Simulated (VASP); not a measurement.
# ZnO (P6_3mc) in VASP: notebook

ZnO is run at these levels: revPBE+D3(BJ), RPBE+D4, PBEsol, PBE+D4; tasks: single point.

Everything below comes from runs of VASP 6.6.1. Logs are shortened: lines on timing, memory, paths and dates and some standing lists are left out, and cuts for length are marked.

**Experimental background.**

“Electronic structure of alkaline earth and post-transition metal oxides”, 2009, arxiv:0908.1581 quotes, for a bulk crystal of ZnO: band gap 3.37 eV.

The runs below are set against these values where they give the same quantity.

## 1. The cell of the first run

Symmetry: P6_3mc, No. 186, hexagonal system. Conventional cell: a = 3.214 Å, b = 3.214 Å, c = 5.187 Å, α = 90.00°, β = 90.00°, γ = 120.00°. Zn (site symmetry 3m) has 4 O at 1.96 to 1.97 Å within 2.6 Å. Within 2.6 Å of O (site symmetry 3m) lie 4 Zn at 1.96 to 1.97 Å.

## 2. Single point, revPBE+D3(BJ) (volume scaled by 0.96)

Contents of INCAR:

```
PREC = Accurate ; ENCUT = 910
EDIFF = 1E-6 ; ISMEAR = 0
SIGMA = 0.05 ; LREAL = False
LASPH = True ; NELM = 120
ALGO = Normal ; ISIF = 2
LWAVE = False ; LCHARG = True
GGA = RE ; IVDW = 12
LELF = True ; LVHAR = True
NBANDS = 26 ; GGA_COMPAT = False
```

Contents of KPOINTS:

```
regular mesh
0
Gamma
  8 8 6
```

Contents of POSCAR:

```
ZnO
1.0
    3.2140627036      0.0000000000      0.0000000000
   -1.6070313518      2.7834599506      0.0000000000
    0.0000000000      0.0000000000      5.1873844124
Zn O
2 2
Direct
    0.3333333333      0.6666666667      0.0015378783
    0.6666666667      0.3333333333      0.5015378783
    0.3333333333      0.6666666667      0.3805621217
    0.6666666667      0.3333333333      0.8805621217
```

Potentials or basis: VASP PAW PBE potentials, release 64 (Zn, O_h).

The run is started by

```bash
$ cat potpaw_PBE.64/Zn/POTCAR potpaw_PBE.64/O_h/POTCAR > POTCAR
$ mpirun -np 1 vasp_std > vasp.out
```

OUTCAR:

```text
PREC = Accurate
   ENCUT = 910
   EDIFF = 1E-6
   ISMEAR = 0
   LREAL = False
   LASPH = True
   NELM = 120
   ISIF = 2
   GGA = RE
   IVDW = 12
 IVDW          = 12

 ion  position               nearest neighbor table
   1  0.333  0.667  0.002-   4 1.96   4 1.96   4 1.96   3 1.97
   2  0.667  0.333  0.502-   3 1.96   3 1.96   3 1.96   4 1.97
   3  0.333  0.667  0.381-   2 1.96   2 1.96   2 1.96   1 1.97
   4  0.667  0.333  0.881-   1 1.96   1 1.96   1 1.96   2 1.97

  LATTYP: Found a hexagonal cell.
 ALAT       =     3.2140627036
 C/A-ratio  =     1.6139649070

  Lattice vectors:

 A1 = (   3.2140627036,   0.0000000000,   0.0000000000)
 A2 = (  -1.6070313518,   2.7834599506,   0.0000000000)
 A3 = (   0.0000000000,   0.0000000000,   5.1873844124)

Analysis of symmetry for initial positions (statically):
=====================================================================
 Subroutine PRICEL returns:
 Original cell was already a primitive cell.

 Routine SETGRP: Setting up the symmetry group for a
 hexagonal supercell.

 Subroutine GETGRP returns: Found 12 space group operations
 (whereof  6 operations were pure point group operations)
 out of a pool of 24 trial point group operations.

The static configuration has the point symmetry C_3v.
 The point group associated with its full space group is C_6v.

Analysis of symmetry for dynamics (positions and initial velocities):
=====================================================================
 Subroutine PRICEL returns:
 Original cell was already a primitive cell.

 Routine SETGRP: Setting up the symmetry group for a
 hexagonal supercell.

 Subroutine GETGRP returns: Found 12 space group operations
 (whereof  6 operations were pure point group operations)
 out of a pool of 24 trial point group operations.

The dynamic configuration has the point symmetry C_3v.
 The point group associated with its full space group is C_6v.

 Subroutine INISYM returns: Found 12 space group operations
 (whereof  6 operations are pure point group operations),
 and found     1 'primitive' translations

----------------------------------------------------------------------------------------

                                     Primitive cell

  volume of cell :      46.4075

  direct lattice vectors                    reciprocal lattice vectors
     3.214062704  0.000000000  0.000000000     0.311132698  0.179632547  0.000000000
    -1.607031352  2.783459951  0.000000000     0.000000000  0.359265094  0.000000000
     0.000000000  0.000000000  5.187384412     0.000000000  0.000000000  0.192775380

  length of vectors
     3.214062704  3.214062704  5.187384412     0.359265094  0.359265094  0.192775380

  position of ions in fractional coordinates (direct lattice)
     0.333333333  0.666666667  0.001537878
     0.666666667  0.333333333  0.501537878
     0.333333333  0.666666667  0.380562122
     0.666666667  0.333333333  0.880562122

  ion indices of the primitive-cell ions
   primitive index   ion index
                 1           1
                 2           2
                 3           3
                 4           4

----------------------------------------------------------------------------------------

 KPOINTS: regular mesh

Automatic generation of k-mesh.
 Grid dimensions read from file:
 generate k-points for:    8    8    6

 Generating k-lattice:

  Cartesian coordinates                     Fractional coordinates (reciprocal lattice)
     0.038891587  0.022454068  0.000000000     0.125000000  0.000000000  0.000000000
     0.000000000  0.044908137  0.000000000     0.000000000  0.125000000  0.000000000
     0.000000000  0.000000000  0.032129230     0.000000000  0.000000000  0.166666667

  Length of vectors
     0.044908137  0.044908137  0.032129230

  Shift w.r.t. Gamma in fractional coordinates (k-lattice)
     0.000000000  0.000000000  0.000000000

 Subroutine IBZKPT returns following result:
 ===========================================

 Found     40 irreducible k-points:

 Following reciprocal coordinates:
            Coordinates               Weight
  0.000000  0.000000  0.000000      1.000000
  0.125000 -0.000000  0.000000      6.000000
  0.250000 -0.000000  0.000000      6.000000
  0.375000 -0.000000  0.000000      6.000000
  0.500000 -0.000000  0.000000      3.000000
  0.125000  0.125000  0.000000      6.000000
[... 16 lines left out ...]
  0.250000 -0.000000  0.333333     12.000000
  0.375000 -0.000000  0.333333     12.000000
 [... further k-points ...]
   k-points           NKPTS =     40   k-points in BZ     NKDIM =     40   number of bands    NBANDS=     26
   number of dos      NEDOS =    301   number of ions     NIONS =      4
   total plane-waves  NPLWV =  55296
   dimension x,y,z NGX =    32 NGY =   32 NGZ =   54
   dimension x,y,z NGXF=    64 NGYF=   64 NGZF=  108
   ions per type =               2   2
   NGX,Y,Z   is equivalent  to a cutoff of  16.55, 16.55, 17.31 a.u.
   NGXF,Y,Z  is equivalent  to a cutoff of  33.10, 33.10, 34.61 a.u.
 SYSTEM =  unknown system
   PREC   = accura    normal or accurate (medium, high low for compatibility)
   ISTART =      0    job   : 0-new  1-cont  2-samecut
   ICHARG =      2    charge: 1-file 2-atom 10-const
   ISPIN  =      1    spin polarized calculation?
   LNONCOLLINEAR =      F non collinear calculations
   LSORBIT =      F    spin-orbit coupling
   LASPH  =      T    aspherical Exc in radial PAW
   ENCUT  =  910.0 eV  66.88 Ry    8.18 a.u.   7.91  7.91 12.76*2*pi/ulx,y,z
   NELM   =    120;   NELMIN=  2; NELMDL= -5     # of ELM steps
   EDIFF  = 0.1E-05   stopping-criterion for ELM
   LREAL  =      F    real-space projection
   EDIFFG = 0.1E-04   stopping-criterion for IOM
   NSW    =      0    number of steps for IOM
   IBRION =     -1    ionic relax: 0-MD 1-quasi-New 2-CG
   NFREE  =      0    steps in history (QN), initial steepest desc. (CG)
   ISIF   =      2    stress and relaxation
   ISYM   =      2    0-nonsym 1-usesym 2-fastsym
   POTIM  = 0.5000    time-step for ionic-motion
   TEBEG  =    0.0;   TEEND  =   0.0 temperature during run
   PSTRESS=    0.0 pullay stress
   NELECT =      36.0000    total number of electrons
   NUPDOWN=      -1.0000    fix difference up-down
   EMIN   =  10.00;   EMAX   =-10.00  energy-range for DOS
   EFERMI =   0.00;   METHOD = LEGACY
   ISMEAR =     0;   SIGMA  =   0.05  broadening in eV -4-tet -1-fermi 0-gaus
   EFERMI_NEDOS =   21; number of points for ismear=-14 and -15
   IALGO  =     38    algorithm
   IMIX   =      4    mixing-type and parameters
     AMIX     =   0.40;   BMIX     =  1.00
     AMIX_MAG =   1.60;   BMIX_MAG =  1.00
  volume/ion in A,a.u.               =      11.60        78.29
  Fermi-wavevector in a.u.,A,eV,Ry     =   1.504226  2.842575 30.785845  2.262696
  Thomas-Fermi vector in A             =   2.615233
   LORBIT       =      0    0 simple, 1 ext, 2 COOP (PROOUT), +10 PAW based schemes
   GGA     = RE    functional components
   LHFCALC =     F    Hartree Fock is set to
   AEXX    =    0.0000 exact exchange contribution
   IVDW    =    12    specifies the selected vdW correction
   LEPSILON=     F    determine dielectric tensor
   LRPA    =     F    only Hartree local field effects (RPA)
 non-spin polarized calculation
 Gauss-broadening in eV      SIGMA  =   0.05
  energy-cutoff  :      910.00
  volume of cell :       46.41
 maximum number of plane-waves:      2913
 NGX is ok and might be reduce to    32
   NGX = 15   NGY = 15   NGZ = 25

 number of electron      36.0000001 magnetization

 Free energy of the ion-electron system (eV)
  ---------------------------------------------------
  ext. energy  EPLUGINS =         0.00000000
  ---------------------------------------------------
  free energy    TOTEN  =       -16.40483006 eV

  energy without entropy =      -16.40483006  energy(sigma->0) =      -16.40483006

 E-fermi :   2.1627     XC(G=0): -10.8648

 val. band max:        1.9043048296   @ k =   0.0000   0.0000   0.0000
 cond. band min:       2.7849309969   @ k =   0.0000   0.0000   0.0000
 fundamental gap:      0.8806261674
 Fermi energy:         2.1626730225

 k-point     1 :       0.0000    0.0000    0.0000
  band No.  band energies     occupation
      1     -16.4646      2.00000
      2     -15.7178      2.00000
      3      -3.9220      2.00000
      4      -3.9116      2.00000
      5      -3.9116      2.00000
      6      -3.8649      2.00000
[... 18 lines left out ...]
     25      16.3194      0.00000
     26      16.3194      0.00000

 k-point     2 :       0.1250   -0.0000    0.0000
  band No.  band energies     occupation
      1     -16.3765      2.00000
      2     -15.6788      2.00000
      3      -4.0160      2.00000
      4      -3.8611      2.00000
      5      -3.8158      2.00000
      6      -3.7993      2.00000
[... 18 lines left out ...]
     25      16.3107      0.00000
     26      16.4884      0.00000

 k-point     3 :       0.2500   -0.0000    0.0000
  band No.  band energies     occupation
      1     -16.1495      2.00000
      2     -15.5917      2.00000
      3      -4.1929      2.00000
      4      -3.8327      2.00000
      5      -3.7510      2.00000
      6      -3.6364      2.00000
[... 18 lines left out ...]
     25      15.5113      0.00000
     26      16.3555      0.00000

 k-point     4 :       0.3750   -0.0000    0.0000
  band No.  band energies     occupation
      1     -15.8875      2.00000
      2     -15.5278      2.00000
      3      -4.2448      2.00000
      4      -3.9077      2.00000
      5      -3.6680      2.00000
      6      -3.4208      2.00000
[... 18 lines left out ...]
     25      15.4549      0.00000
     26      16.3253      0.00000

 k-point     5 :       0.5000   -0.0000    0.0000
  band No.  band energies     occupation
      1     -15.7528      2.00000
      2     -15.5238      2.00000
      3      -4.1701      2.00000
      4      -3.9898      2.00000
      5      -3.6435      2.00000
      6      -3.2734      2.00000
[... 18 lines left out ...]
     25      15.2946      0.00000
     26      16.4510      0.00000

 k-point     6 :       0.1250    0.1250    0.0000
  band No.  band energies     occupation
      1     -16.2188      2.00000
      2     -15.6158      2.00000
      3      -4.1029      2.00000
      4      -3.8898      2.00000
      5      -3.7427      2.00000
      6      -3.7103      2.00000
[... 427 lines left out ...]
 k-point    21 :       0.0000    0.0000    0.3333
  band No.  band energies     occupation
      1     -16.2857      2.00000
      2     -15.9125      2.00000
      3      -4.1462      2.00000
      4      -4.0462      2.00000
      5      -3.8800      2.00000
      6      -3.8800      2.00000
[... 18 lines left out ...]
     25      15.6908      0.00000
     26      15.6908      0.00000

 k-point    22 :       0.1250   -0.0000    0.3333
  band No.  band energies     occupation
      1     -16.2079      2.00000
      2     -15.8591      2.00000
      3      -4.1592      2.00000
      4      -4.1230      2.00000
      5      -3.8237      2.00000
      6      -3.8193      2.00000
[... 18 lines left out ...]
     25      15.2429      0.00000
     26      15.8179      0.00000

 k-point    23 :       0.2500   -0.0000    0.3333
  band No.  band energies     occupation
      1     -16.0108      2.00000
      2     -15.7315      2.00000
      3      -4.2918      2.00000
      4      -4.1775      2.00000
      5      -3.6916      2.00000
      6      -3.6725      2.00000
[... 18 lines left out ...]
     25      15.5506      0.00000
     26      15.9478      0.00000

 k-point    24 :       0.3750   -0.0000    0.3333
  band No.  band energies     occupation
      1     -15.7931      2.00000
      2     -15.6127      2.00000
      3      -4.3561      2.00000
      4      -4.2298      2.00000
      5      -3.5736      2.00000
      6      -3.4773      2.00000
[... 18 lines left out ...]
     25      15.6216      0.00000
     26      16.0598      0.00000

 [... further k-points ...]

------------------------ aborting loop because EDIFF is reached ----------------------------------------

 Edisp (eV)   -1.81225

 E8    (eV) :    -1.1837

  FORCE on cell =-STRESS in cart. coord.  units (eV):
  Direction    XX          YY          ZZ          XY          YZ          ZX
  --------------------------------------------------------------------------------------
  -------------------------------------------------------------------------------------
  Total       1.99470     1.99470     2.00859     0.00000     0.00000     0.00000
  in kB      68.86527    68.86527    69.34493     0.00000     0.00000     0.00000
  external pressure =       69.03 kB  Pullay stress =        0.00 kB

 VOLUME and BASIS-vectors are now :
 -----------------------------------------------------------------------------
  energy-cutoff  :      910.00
  volume of cell :       46.41
      direct lattice vectors                 reciprocal lattice vectors
     3.214062704  0.000000000  0.000000000     0.311132698  0.179632547  0.000000000
    -1.607031352  2.783459951  0.000000000     0.000000000  0.359265094  0.000000000
     0.000000000  0.000000000  5.187384412     0.000000000  0.000000000  0.192775380

 POSITION                                       TOTAL-FORCE (eV/Angst)
 -----------------------------------------------------------------------------------
     -0.00000      1.85564      0.00798         0.000000     -0.000000      0.005505
      1.60703      0.92782      2.60167        -0.000000      0.000000      0.005505
     -0.00000      1.85564      1.97412         0.000000      0.000000     -0.005505
      1.60703      0.92782      4.56781        -0.000000      0.000000     -0.005505
 -----------------------------------------------------------------------------------
    total drift:                               -0.000000     -0.000000      0.001329

  FREE ENERGIE OF THE ION-ELECTRON SYSTEM (eV)
  ---------------------------------------------------
  free  energy   TOTEN  =       -18.2170795631 eV

  energy  without entropy=      -18.2170795631  energy(sigma->0) =      -18.21707956
```

Wall time 41 s (1 thread of Intel Xeon 6975P-C (Granite Rapids), shared host); peak memory 0.28 GiB.

Results:

```yaml
Free_energy: -18.2171 eV
Pressure: 6.9 GPa
Largest_force: 0.006 eV/Å
Band_gap_on_the_k_mesh: 0.88 eV, direct
Dispersion_energy_per_atom: -0.453 eV
```

Forces in eV/Å, atoms in the order of the input:
```
Zn   0.000  0.000  0.006
Zn   0.000  0.000  0.006
O    0.000  0.000 -0.006
O    0.000  0.000 -0.006
```

Caveat: the cutoff is under 1.25 times the usual one of these potentials, so pressure, stress and relaxed cells hold a basis-set (Pulay) error; the PAW data sets were made with another functional, which shifts forces and pressure a little.

(Continued in part 2 of 3.)
